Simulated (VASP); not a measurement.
# Co (P6_3/mmc) in VASP: further runs, part 2 of 2

VASP 6.6.1. Earlier steps stand in the parts before.

## 3. Single point, LDA, collinear spin, ferromagnetic start

INCAR

```
SYSTEM = Co
PREC = Accurate
ENCUT = 520
EDIFF = 1E-6
ISMEAR = -1
SIGMA = 0.1
LREAL = .FALSE.
LASPH = .TRUE.
NELM = 150
ALGO = Normal
ISIF = 2
LWAVE = .FALSE.
LCHARG = .FALSE.
ISPIN = 2
MAGMOM = 3.2 3.2 3.2 3.2
LORBIT = 11
LMAXMIX = 4
GGA = CA
NBANDS = 30
```

KPOINTS

```
regular mesh
0
G
  5 5 2
  0 0 0
```

POSCAR

```
Co
1.0
    2.4705620000      0.0000000000      0.0000000000
   -1.2352810000      2.1395690000      0.0000000000
    0.0000000000      0.0000000000      8.0882340000
Co
4
Direct
    0.0000000000      0.0000000000      0.0000000000
    0.3333333333      0.6666666667      0.2500000000
    0.0000000000      0.0000000000      0.5000000000
    0.6666666667      0.3333333333      0.7500000000
```

Potentials or basis: VASP PAW LDA potentials, release 64 (Co).

Run with:

```bash
> cat potpaw_LDA.64/Co/POTCAR > POTCAR
> mpirun -np 1 vasp_std > vasp.out
```

OUTCAR:

```text
SYSTEM = Co
   PREC = Accurate
   ENCUT = 520
   EDIFF = 1E-6
   ISMEAR = -1
   LREAL = .FALSE.
   LASPH = .TRUE.
   NELM = 150
   ISIF = 2
   ISPIN = 2
   LORBIT = 11
   GGA = CA

 ion  position               nearest neighbor table
   1  0.000  0.000  0.000-   2 2.47   4 2.47   4 2.47   2 2.47   4 2.47   2 2.47
   2  0.333  0.667  0.250-   1 2.47   3 2.47   1 2.47   3 2.47   1 2.47   3 2.47
   3  0.000  0.000  0.500-   2 2.47   4 2.47   4 2.47   2 2.47   4 2.47   2 2.47
   4  0.667  0.333  0.750-   1 2.47   3 2.47   1 2.47   3 2.47   1 2.47   3 2.47

  LATTYP: Found a hexagonal cell.
 ALAT       =     2.4705620000
 C/A-ratio  =     3.2738437651

  Lattice vectors:

 A1 = (   2.4705620000,   0.0000000000,   0.0000000000)
 A2 = (  -1.2352810000,   2.1395690000,   0.0000000000)
 A3 = (   0.0000000000,   0.0000000000,   8.0882340000)
[... 872 lines left out ...]
     0.000000000  0.000000000  8.088234000     0.000000000  0.000000000  0.123636383

 POSITION                                       TOTAL-FORCE (eV/Angst)
 -----------------------------------------------------------------------------------
      0.00000      0.00000      0.00000        -0.000000      0.000000     -0.000000
     -0.00000      1.42638      2.02206         0.000000      0.000000     -0.000000
      0.00000      0.00000      4.04412        -0.000000      0.000000     -0.000000
      1.23528      0.71319      6.06618        -0.000000     -0.000000      0.000000
 -----------------------------------------------------------------------------------
    total drift:                                0.000000     -0.000000      0.000000

  FREE ENERGIE OF THE ION-ELECTRON SYSTEM (eV)
  ---------------------------------------------------
  free  energy   TOTEN  =       -32.2688727009 eV

  energy  without entropy=      -32.0916681747  energy(sigma->0) =      -32.18027044

 total charge

# of ion       s       p       d       tot
------------------------------------------
    1        0.496   0.530   7.284   8.311
    2        0.496   0.536   7.277   8.309
    3        0.496   0.530   7.284   8.311
    4        0.496   0.536   7.277   8.309
--------------------------------------------------
tot          1.985   2.133  29.122  33.240

 magnetization (x)

# of ion       s       p       d       tot
------------------------------------------
    1       -0.010  -0.025   1.635   1.600
    2       -0.011  -0.028   1.638   1.599
    3       -0.010  -0.025   1.635   1.600
    4       -0.011  -0.028   1.638   1.599
--------------------------------------------------
tot         -0.041  -0.106   6.546   6.399
```

stdout:

```text
POSCAR found type information on POSCAR Co
 POSCAR found :  1 types and       4 ions
 scaLAPACK will be used
 LDA part: xc-table for (Slater(with rela. corr.)+CA(PZ))
 , standard interpolation
 POSCAR, INCAR and KPOINTS ok, starting setup
 FFT: planning ... GRIDC
 FFT: planning ... GRID_SOFT
 FFT: planning ... GRID
 WAVECAR not read
 entering main loop
```

Wall time 22 s (1 thread of Intel Xeon Platinum 8488C (Sapphire Rapids), shared host); peak memory 0.15 GiB.

What came out:

| Item | Value |
| --- | --- |
| Free energy | -32.2689 eV |
| Pressure | -14.2 GPa |
| Net moment | 6.41 μB per cell |
| Site moments | Co +1.60 μB |
| Valence electrons inside the program's atomic spheres | Co 8.31 |

Caveat: the k points lie up to 0.59 Å⁻¹ apart.

## 4. Single point, LDA, collinear spin, ferromagnetic start

INCAR

```
PREC = Accurate
ENCUT = 520
EDIFF = 1E-6
ISMEAR = -1
SIGMA = 0.1
LREAL = False
LASPH = True
NELM = 150
ALGO = Normal
ISIF = 2
LWAVE = False
LCHARG = False
ISPIN = 2
MAGMOM = 3.2 3.2 3.2 3.2
LORBIT = 11
LMAXMIX = 4
GGA = CA
NBANDS = 30
```

KPOINTS

```
Automatic mesh
0
Gamma
  6 6 2
```

POSCAR is that of step 3.

Run with:

```bash
> cat potpaw_LDA.64/Co/POTCAR > POTCAR
> mpirun -np 1 vasp_std > vasp.out
```

Wall time 28 s (1 thread of Intel Xeon Platinum 8488C (Sapphire Rapids), shared host); peak memory 0.15 GiB.

Results (log left out):

```yaml
Free_energy: -32.4387 eV
Pressure: -15.9 GPa
Net_moment: 6.15 μB per cell
Site_moments: Co +1.54 μB
Valence_electrons_inside_the_program's_atomic_spheres: Co 8.31
```

Stress tensor (GPa, compression positive):
```
-15.06   0.00   0.00
  0.00 -15.06   0.00
  0.00   0.00 -17.62
```

Levels at points of the mesh, in eV from the Fermi level:
Spin up:
```
           k point  band 18  band 19  band 20  band 21  band 22  band 23  band 24  band 25
(0.00, 0.00, 0.00)    -1.25    -1.25    -0.96    -0.96    -0.55    -0.55    -0.25     6.37
(0.50, 0.00, 0.00)    -0.33    -0.32    -0.30     0.33     1.44     2.62     3.22     7.16
(0.00, 0.00, 0.50)    -1.41    -1.41    -1.41    -0.73    -0.73    -0.73    -0.73     9.34
(0.50, 0.00, 0.50)    -0.46    -0.34    -0.34     1.38     1.38     2.91     2.91     7.49
```
Spin down:
```csv
k point,band 10,band 11,band 12,band 13,band 14,band 15,band 16,band 17,band 18,band 19
"(0.00, 0.00, 0.00)",-1.17,-1.17,-0.90,-0.90,-0.83,-0.83,-0.09,-0.03,-0.03,0.33
"(0.50, 0.00, 0.00)",-1.20,-0.83,-0.14,-0.13,0.71,1.14,1.15,1.16,1.21,1.28
"(0.00, 0.00, 0.50)",-1.10,-1.10,-1.10,-0.98,-0.98,-0.98,-0.98,0.16,0.16,0.16
"(0.50, 0.00, 0.50)",-0.91,-0.79,-0.79,-0.20,-0.20,0.76,0.76,1.17,1.17,1.28
```

Caveat: the k points lie up to 0.49 Å⁻¹ apart.

## 5. Single point, LDA, collinear spin, ferromagnetic start

INCAR

```
PREC = Accurate ; ENCUT = 520
EDIFF = 1E-6 ; ISMEAR = -1
SIGMA = 0.1 ; LREAL = False
LASPH = True ; NELM = 150
ALGO = Normal ; ISIF = 2
LWAVE = False ; LCHARG = False
ISPIN = 2 ; MAGMOM = 3.2 3.2 3.2 3.2
LORBIT = 11 ; LMAXMIX = 4
GGA = CA ; NBANDS = 30
```

KPOINTS

```
Automatic mesh
0
Gamma
  8 8 2
```

POSCAR is that of step 4.

Run with:

```bash
> cat potpaw_LDA.64/Co/POTCAR > POTCAR
> mpirun -np 1 vasp_std > vasp.out
```

Wall time 42 s (1 thread of Intel Xeon Platinum 8488C (Sapphire Rapids), shared host); peak memory 0.16 GiB.

The run converged. Its results:

```yaml
Free_energy: -32.3740 eV
Pressure: -14.8 GPa
Net_moment: 6.31 μB per cell
Site_moments: Co +1.58 μB
Valence_electrons_inside_the_program's_atomic_spheres: Co 8.31
```

Stress tensor (GPa, compression positive):
```
-13.38   0.00   0.00
  0.00 -13.38   0.00
  0.00   0.00 -17.52
```

Levels at points of the mesh, in eV from the Fermi level:
Spin up:
| k point | band 18 | band 19 | band 20 | band 21 | band 22 | band 23 | band 24 | band 25 |
| --- | --- | --- | --- | --- | --- | --- | --- | --- |
| (0.00, 0.00, 0.00) | -1.25 | -1.25 | -0.97 | -0.97 | -0.56 | -0.56 | -0.24 | 6.37 |
| (0.50, 0.00, 0.00) | -0.32 | -0.32 | -0.30 | 0.34 | 1.44 | 2.63 | 3.23 | 7.17 |
| (0.00, 0.00, 0.50) | -1.42 | -1.42 | -1.42 | -0.73 | -0.73 | -0.73 | -0.73 | 9.35 |
| (0.50, 0.00, 0.50) | -0.45 | -0.33 | -0.33 | 1.39 | 1.39 | 2.92 | 2.92 | 7.49 |
Spin down:
```csv
k point,band 10,band 11,band 12,band 13,band 14,band 15,band 16,band 17,band 18,band 19
"(0.00, 0.00, 0.00)",-1.13,-1.13,-0.86,-0.86,-0.80,-0.80,-0.07,0.01,0.01,0.36
"(0.50, 0.00, 0.00)",-1.17,-0.80,-0.11,-0.10,0.73,1.17,1.19,1.20,1.25,1.31
"(0.00, 0.00, 0.50)",-1.06,-1.06,-1.06,-0.94,-0.94,-0.94,-0.94,0.19,0.19,0.19
"(0.50, 0.00, 0.50)",-0.88,-0.76,-0.76,-0.18,-0.18,0.79,0.79,1.20,1.20,1.32
```

Caveat: the k points lie up to 0.39 Å⁻¹ apart.

## 6. Single point, LDA, collinear spin, ferromagnetic start

INCAR

```
  PREC = Accurate
  ENCUT = 520
  EDIFF = 1E-7
  ISMEAR = -1
  SIGMA = 0.1
  LREAL = False
  LASPH = True
  NELM = 150
  ALGO = Normal
  ISIF = 2
  LWAVE = False
  LCHARG = False
  ISPIN = 2
  MAGMOM = 3.2 3.2 3.2 3.2
  LORBIT = 11
  LMAXMIX = 4
  NBANDS = 30
```

KPOINTS

```
regular mesh
0
Gamma
  9 9 3
```

POSCAR is that of step 5.

Potentials or basis: VASP PAW LDA potentials, release 64 (Co).

Run with:

```bash
> cat potpaw_LDA.64/Co/POTCAR > POTCAR
> mpirun -np 1 vasp_std > vasp.out
```

Run time: 47 s. Hardware: 1 thread of Intel Xeon Platinum 8488C (Sapphire Rapids), shared host; peak memory 0.17 GiB.

Results (log left out):

```yaml
Free_energy: -32.3866 eV
Pressure: -16.2 GPa
Band_gap_on_the_k_mesh: zero (filled and empty bands overlap)
Net_moment: 6.01 μB per cell
Site_moments: Co +1.50, +1.51 μB
Valence_electrons_inside_the_program's_atomic_spheres: Co 8.31
```

Stress tensor (GPa, compression positive):
```
-15.50   0.00   0.00
  0.00 -15.50   0.00
  0.00   0.00 -17.55
```

Levels at points of the mesh, in eV from the Fermi level:
Spin up:
```csv
k point,band 16,band 17,band 18,band 19,band 20,band 21,band 22,band 23,band 24,band 25
"(0.00, 0.00, 0.00)",-1.57,-1.57,-1.24,-1.24,-0.94,-0.94,-0.54,-0.54,-0.25,6.38
```
Spin down:
```
           k point  band 11  band 12  band 13  band 14  band 15  band 16  band 17  band 18  band 19  band 20
(0.00, 0.00, 0.00)    -1.19    -0.91    -0.91    -0.86    -0.86    -0.09    -0.04    -0.04     0.32     0.32
```

## 7. The runs side by side

| k mesh | gap on the mesh (eV) | pressure (GPa) | moment (μB) |
| --- | --- | --- | --- |
| 4 × 4 × 1 | none | -12.2 | 6.68 |
| 5 × 5 × 2 | none | -14.2 | 6.41 |
| 6 × 6 × 2 | none | -15.9 | 6.15 |
| 8 × 8 × 2 | none | -14.8 | 6.31 |
| 9 × 9 × 3 | none | -16.2 | 6.01 |

Alike in all rows: task single point; level LDA; potentials or basis VASP PAW LDA potentials, release 64 (Co); spin collinear, ferromagnetic start; cell as given; cutoff (eV) 520; smearing fermi-dirac 0.1 eV.

Caveats: some runs use coarse meshes.

Absolute energies hang on the potentials; compare differences alone.
